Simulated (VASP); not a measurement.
A run of VASP 6.6.1 is set up as follows.

INCAR

```
SYSTEM = ZrB2
ALGO     = Normal         ! electronic algorithm
EDIFF    = 1E-7           ! SCF threshold, eV
ENCUT    = 520            ! plane-wave cutoff, eV
ISIF     = 2              ! what is computed and relaxed
ISMEAR   = -1             ! smearing method
LASPH    = .True.         ! aspherical terms in the spheres
LCHARG   = .False.        ! write CHGCAR
LREAL    = .False.        ! projectors in reciprocal space
LWAVE    = .False.        ! write WAVECAR
NBANDS   = 16             ! bands
NELM     = 100            ! most SCF steps
PREC     = Accurate       ! precision mode
SIGMA    = 0.02           ! smearing width, eV
```

The input KPOINTS:

```
k-points
0
Gamma
  15 15 11
  0 0 0
```

Contents of POSCAR:

```
ZrB2
1.0
    3.2013881799      0.0000000000      0.0000000000
   -1.6006940900      2.7724834912      0.0000000000
    0.0000000000      0.0000000000      3.5679824731
Zr B
1 2
Direct
    0.0000000000      0.0000000000      0.0000000000
    0.6666666667      0.3333333333      0.5000000000
    0.3333333333      0.6666666667      0.5000000000
```

Potentials or basis: VASP PAW LDA potentials, release 64 (Zr_sv, B).

The run is started by

```sh
$ cat potpaw_LDA.64/Zr_sv/POTCAR potpaw_LDA.64/B/POTCAR > POTCAR
$ mpirun -np 1 vasp_std > vasp.out
```

(1) Predict the band gap on the k mesh.

(2) Estimate the pressure.

Answers

(1) zero (bands 9 and 10 overlap by 0.87 eV).

(2) -14.7 GPa.

Caveat: the cell stands under tension.
